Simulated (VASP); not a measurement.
## Ba: single point with PBE

The system is Ba.

```xyz
1
Lattice="4.2528 0.0000 0.0000 -1.4176 4.0095 0.0000 -1.4176 -2.0048 3.4724" Properties=species:S:1:pos:R:3 pbc="T T T"
Ba    0.0000    0.0000    0.0000
```

```
Program             : VASP 6.6.1
Task                : single point
Functional          : PBE
Potentials or basis : VASP PAW PBE potentials, release 64 (Ba_sv)
Cutoff              : 520 eV
k mesh              : 8 × 8 × 8
Occupations         : tetrahedron
Spin                : no spin polarisation
```

```yaml
Pressure: 0.7 GPa
Band_gap_on_the_k_mesh: zero (band 5 reaches 2.44 eV, above the bottom of band 6 at 1.22 eV)
```

Levels at points of the mesh, in eV from the Fermi level:
| k point | band 2 | band 3 | band 4 | band 5 | band 6 | band 7 | band 8 | band 9 |
| --- | --- | --- | --- | --- | --- | --- | --- | --- |
| (0.00, 0.00, 0.00) | -13.64 | -13.64 | -13.64 | -2.73 | 1.95 | 1.95 | 1.95 | 3.44 |
| (0.50, 0.00, 0.00) | -14.20 | -13.82 | -13.64 | -0.88 | 0.73 | 1.50 | 3.44 | 4.04 |
| (0.50, 0.50, 0.50) | -14.03 | -14.03 | -14.03 | -0.58 | -0.58 | 4.72 | 4.72 | 4.72 |

Wall time 14 s on 1 thread of Intel Xeon 8259CL, with other jobs on the host, peak memory 0.18 GiB.

Caveat: spin-orbit coupling is left out, which moves the levels of the heavy elements; tetrahedron occupations give inexact forces and stress in metals.
